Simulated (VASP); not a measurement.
# Hf (I4/mmm) in VASP: single point with LDA

Aim: the single point of Hf with LDA.

Everything below comes from runs of VASP 6.6.1. Logs are shortened: lines on timing, memory, paths and dates and some standing lists are left out, and cuts for length are marked.

**1. The cell of the first run**

It takes space group I4/mmm (No. 139, tetragonal). Conventional cell: a = 3.234 Å, b = 3.234 Å, c = 4.440 Å, α = 90.00°, β = 90.00°, γ = 90.00°. Hf (site symmetry 4/mmm) has 12 Hf at 3.19 to 3.23 Å within 4.2 Å.

**2. Single point, LDA (equal xx and yy strain of +3 %)**

Input file INCAR:

```
SYSTEM = Hf
  PREC = Accurate
  ENCUT = 520
  EDIFF = 1E-6
  ISMEAR = -1
  SIGMA = 0.03
  LREAL = .FALSE.
  LASPH = .TRUE.
  NELM = 60
  ALGO = Normal
  ISIF = 2
  LWAVE = .FALSE.
  LCHARG = .FALSE.
  GGA = CA
  NBANDS = 11
```

Input file KPOINTS:

```
Automatic mesh
0
G
  13 13 13
  0 0 0
```

Input file POSCAR:

```
Hf
1.0
    0.0000000000      2.2866000000      2.2200000000
    2.2866000000      0.0000000000      2.2200000000
    2.2866000000      2.2866000000      0.0000000000
Hf
1
Direct
    0.0000000000      0.0000000000      0.0000000000
```

Potentials or basis: VASP PAW LDA potentials, release 64 (Hf_pv).

Started as:

```sh
$ cat potpaw_LDA.64/Hf_pv/POTCAR > POTCAR
$ mpirun -np 1 vasp_std > vasp.out
```

OUTCAR:

```text
SYSTEM = Hf
   PREC = Accurate
   ENCUT = 520
   EDIFF = 1E-6
   ISMEAR = -1
   LREAL = .FALSE.
   LASPH = .TRUE.
   NELM = 60
   ISIF = 2
   GGA = CA

 ion  position               nearest neighbor table
   1  0.000  0.000  0.000-

  LATTYP: Found a body centered tetragonal cell.
 ALAT       =     3.2337407317
 C/A-ratio  =     1.3730228761

  Lattice vectors:

 A1 = (   0.0000000000,  -2.2866000000,  -2.2200000000)
 A2 = (   0.0000000000,   2.2866000000,  -2.2200000000)
 A3 = (   2.2866000000,   0.0000000000,   2.2200000000)

Analysis of symmetry for initial positions (statically):
=====================================================================
 Subroutine PRICEL returns:
 Original cell was already a primitive cell.

 Routine SETGRP: Setting up the symmetry group for a
 body centered tetragonal supercell.

 Subroutine GETGRP returns: Found 16 space group operations
 (whereof 16 operations were pure point group operations)
 out of a pool of 16 trial point group operations.

The static configuration has the point symmetry D_4h.

Analysis of symmetry for dynamics (positions and initial velocities):
=====================================================================
 Subroutine PRICEL returns:
 Original cell was already a primitive cell.

 Routine SETGRP: Setting up the symmetry group for a
 body centered tetragonal supercell.

 Subroutine GETGRP returns: Found 16 space group operations
 (whereof 16 operations were pure point group operations)
 out of a pool of 16 trial point group operations.

The dynamic configuration has the point symmetry D_4h.

 Subroutine INISYM returns: Found 16 space group operations
 (whereof 16 operations are pure point group operations),
 and found     1 'primitive' translations

----------------------------------------------------------------------------------------

                                     Primitive cell

  volume of cell :      23.2147

  direct lattice vectors                    reciprocal lattice vectors
     0.000000000  2.286600000  2.220000000    -0.218665267  0.218665267  0.225225225
     2.286600000  0.000000000  2.220000000     0.218665267 -0.218665267  0.225225225
     2.286600000  2.286600000  0.000000000     0.218665267  0.218665267 -0.225225225

  length of vectors
     3.186995381  3.186995381  3.233740732     0.382564243  0.382564243  0.382564243

  position of ions in fractional coordinates (direct lattice)
     0.000000000  0.000000000  0.000000000

  ion indices of the primitive-cell ions
   primitive index   ion index
                 1           1

----------------------------------------------------------------------------------------

 KPOINTS: Automatic mesh

Automatic generation of k-mesh.
 Grid dimensions read from file:
 generate k-points for:   13   13   13

 Generating k-lattice:

  Cartesian coordinates                     Fractional coordinates (reciprocal lattice)
    -0.016820405  0.016820405  0.017325017     0.076923077  0.000000000  0.000000000
     0.016820405 -0.016820405  0.017325017     0.000000000  0.076923077  0.000000000
     0.016820405  0.016820405 -0.017325017     0.000000000  0.000000000  0.076923077

  Length of vectors
     0.029428019  0.029428019  0.029428019

  Shift w.r.t. Gamma in fractional coordinates (k-lattice)
     0.000000000  0.000000000  0.000000000

 Subroutine IBZKPT returns following result:
 ===========================================

 Found    196 irreducible k-points:

 Following reciprocal coordinates:
            Coordinates               Weight
  0.000000  0.000000  0.000000      1.000000
  0.076923 -0.000000  0.000000      8.000000
  0.153846  0.000000  0.000000      8.000000
  0.230769  0.000000  0.000000      8.000000
  0.307692  0.000000  0.000000      8.000000
  0.384615  0.000000  0.000000      8.000000
[... 16 lines left out ...]
  0.384615  0.153846  0.000000      8.000000
  0.461538  0.153846  0.000000      8.000000
 [... further k-points ...]
   k-points           NKPTS =    196   k-points in BZ     NKDIM =    196   number of bands    NBANDS=     11
   number of dos      NEDOS =    301   number of ions     NIONS =      1
   total plane-waves  NPLWV =  13824
   dimension x,y,z NGX =    24 NGY =   24 NGZ =   24
   dimension x,y,z NGXF=    48 NGYF=   48 NGZF=   48
   ions per type =               1
   NGX,Y,Z   is equivalent  to a cutoff of  12.52, 12.52, 12.34 a.u.
   NGXF,Y,Z  is equivalent  to a cutoff of  25.04, 25.04, 24.68 a.u.
 SYSTEM =  Hf
   PREC   = accura    normal or accurate (medium, high low for compatibility)
   ISTART =      0    job   : 0-new  1-cont  2-samecut
   ICHARG =      2    charge: 1-file 2-atom 10-const
   ISPIN  =      1    spin polarized calculation?
   LNONCOLLINEAR =      F non collinear calculations
   LSORBIT =      F    spin-orbit coupling
   LASPH  =      T    aspherical Exc in radial PAW
   ENCUT  =  520.0 eV  38.22 Ry    6.18 a.u.   5.93  5.93  6.01*2*pi/ulx,y,z
   NELM   =     60;   NELMIN=  2; NELMDL= -5     # of ELM steps
   EDIFF  = 0.1E-05   stopping-criterion for ELM
   LREAL  =      F    real-space projection
   EDIFFG = 0.1E-04   stopping-criterion for IOM
   NSW    =      0    number of steps for IOM
   IBRION =     -1    ionic relax: 0-MD 1-quasi-New 2-CG
   NFREE  =      0    steps in history (QN), initial steepest desc. (CG)
   ISIF   =      2    stress and relaxation
   ISYM   =      2    0-nonsym 1-usesym 2-fastsym
   POTIM  = 0.5000    time-step for ionic-motion
   TEBEG  =    0.0;   TEEND  =   0.0 temperature during run
   PSTRESS=    0.0 pullay stress
   NELECT =      10.0000    total number of electrons
   NUPDOWN=      -1.0000    fix difference up-down
   EMIN   =  10.00;   EMAX   =-10.00  energy-range for DOS
   EFERMI =   0.00;   METHOD = LEGACY
   ISMEAR =    -1;   SIGMA  =   0.03  broadening in eV -4-tet -1-fermi 0-gaus
   EFERMI_NEDOS =   21; number of points for ismear=-14 and -15
   IALGO  =     38    algorithm
   IMIX   =      4    mixing-type and parameters
     AMIX     =   0.40;   BMIX     =  1.00
     AMIX_MAG =   1.60;   BMIX_MAG =  1.00
  volume/ion in A,a.u.               =      23.21       156.66
  Fermi-wavevector in a.u.,A,eV,Ry     =   1.236385  2.336429 20.798515  1.528648
  Thomas-Fermi vector in A             =   2.370996
   LORBIT       =      0    0 simple, 1 ext, 2 COOP (PROOUT), +10 PAW based schemes
   GGA     = CA    functional components
   LHFCALC =     F    Hartree Fock is set to
   AEXX    =    0.0000 exact exchange contribution
   IVDW    =     0    specifies the selected vdW correction
   LEPSILON=     F    determine dielectric tensor
   LRPA    =     F    only Hartree local field effects (RPA)
 non-spin polarized calculation
  energy-cutoff  :      520.00
  volume of cell :       23.21
 maximum number of plane-waves:       639
   NGX = 11   NGY = 11   NGZ = 13

 number of electron      10.0000000 magnetization

 Free energy of the ion-electron system (eV)
  ---------------------------------------------------
  ext. energy  EPLUGINS =         0.00000000
  ---------------------------------------------------
  free energy    TOTEN  =       -10.54246263 eV

  energy without entropy =      -10.53874143  energy(sigma->0) =      -10.54060203

 E-fermi :   4.3513     XC(G=0): -11.3058

 val. band max:        4.3504121366   @ k =   0.3077   0.0000   0.0000
 cond. band min:       4.3551141335   @ k =  -0.2308   0.0000   0.0769
 fundamental gap:      0.0047019969
 Fermi energy:         4.3513219300

 k-point     1 :       0.0000    0.0000    0.0000
  band No.  band energies     occupation
      1     -25.6420      2.00000
      2     -25.6420      2.00000
      3     -25.6408      2.00000
      4      -2.6638      2.00000
      5       5.5628      0.00000
      6       5.5628      0.00000
      7       5.8844      0.00000
      8       8.0431      0.00000
      9       8.4982      0.00000
     10      15.6741      0.00000
     11      16.3318      0.00000

 k-point     2 :       0.0769   -0.0000    0.0000
  band No.  band energies     occupation
      1     -25.6860      2.00000
      2     -25.6486      2.00000
      3     -25.6460      2.00000
      4      -2.4649      2.00000
      5       5.4348      0.00000
      6       5.6547      0.00000
      7       5.9145      0.00000
      8       7.9601      0.00000
      9       8.3885      0.00000
     10      16.1070      0.00000
     11      16.3315      0.00000

 k-point     3 :       0.1538    0.0000    0.0000
  band No.  band energies     occupation
      1     -25.8073      2.00000
      2     -25.6668      2.00000
      3     -25.6593      2.00000
      4      -1.8996      2.00000
      5       5.0176      0.00000
      6       5.8419      0.00000
      7       6.0954      0.00000
      8       7.8571      0.00000
      9       8.1948      0.00000
     10      16.3289      0.00000
     11      16.8760      0.00000

 k-point     4 :       0.2308    0.0000    0.0000
  band No.  band energies     occupation
      1     -25.9743      2.00000
      2     -25.6923      2.00000
      3     -25.6780      2.00000
      4      -1.0695      2.00000
      5       4.5684      0.00144
      6       5.8718      0.00000
      7       6.1896      0.00000
      8       8.0923      0.00000
      9       8.2688      0.00000
     10      15.8867      0.00000
     11      16.3395      0.00000
[... 239 lines left out ...]
 k-point    22 :       0.3077    0.1538    0.0000
  band No.  band energies     occupation
      1     -26.0617      2.00000
      2     -25.7653      2.00000
      3     -25.7477      2.00000
      4      -0.1080      2.00000
      5       3.9544      2.00000
      6       5.7063      0.00000
      7       6.4466      0.00000
      8       7.7853      0.00000
      9       9.2433      0.00000
     10      16.3057      0.00000
     11      16.5940      0.00000

 k-point    23 :       0.3846    0.1538    0.0000
  band No.  band energies     occupation
      1     -26.1962      2.00000
      2     -25.7866      2.00000
      3     -25.7777      2.00000
      4       0.7422      2.00000
      5       3.8228      2.00000
      6       5.2552      0.00000
      7       6.2606      0.00000
      8       8.8464      0.00000
      9       9.9774      0.00000
     10      15.0601      0.00000
     11      16.3409      0.00000

 k-point    24 :       0.4615    0.1538    0.0000
  band No.  band energies     occupation
      1     -26.2893      2.00000
      2     -25.8098      2.00000
      3     -25.7951      2.00000
      4       1.3187      2.00000
      5       3.9287      2.00000
      6       5.1156      0.00000
      7       6.0440      0.00000
      8      10.0013      0.00000
      9      10.4654      0.00000
     10      13.4514      0.00000
     11      16.3381      0.00000

 [... further k-points ...]
[... 5 lines left out ...]
  --------------------------------------------------------------------------------------
  -------------------------------------------------------------------------------------
  Total       -1.6104036     -1.6104036     -1.4688542      0.0000000      0.0000000     -0.0000000
  in kB     -111.1429561   -111.1429561   -101.3738406      0.0000000      0.0000000     -0.0000000
  external PRESSURE =    -107.8865843 kB  Pullay stress =       0.0000000 kB

 VOLUME and BASIS-vectors are now :
 -----------------------------------------------------------------------------
  energy-cutoff  :      520.00
  volume of cell :       23.21
      direct lattice vectors                 reciprocal lattice vectors
     0.000000000  2.286600000  2.220000000    -0.218665267  0.218665267  0.225225225
     2.286600000  0.000000000  2.220000000     0.218665267 -0.218665267  0.225225225
     2.286600000  2.286600000  0.000000000     0.218665267  0.218665267 -0.225225225

 POSITION                                       TOTAL-FORCE (eV/Angst)
 -----------------------------------------------------------------------------------
      0.00000      0.00000      0.00000         0.000000      0.000000      0.000000
 -----------------------------------------------------------------------------------
    total drift:                                0.000000     -0.000000     -0.000000

  FREE ENERGIE OF THE ION-ELECTRON SYSTEM (eV)
  ---------------------------------------------------
  free  energy   TOTEN  =       -10.5424626292 eV

  energy  without entropy=      -10.5387414320  energy(sigma->0) =      -10.54060203
```

It took 10 s on 1 thread of Intel Xeon 6975P-C (Granite Rapids), shared host; peak memory 0.16 GiB.

Results:

```
Free energy            : -10.5425 eV
Pressure               : -10.8 GPa
Band gap on the k mesh : zero (band 5 reaches 5.56 eV, above the bottom of band 6 at 3.76 eV)
```

Caveat: the cell differs from its parent crystal (equal xx and yy strain of +3 %); spin-orbit coupling is left out, which moves the levels of the heavy elements.
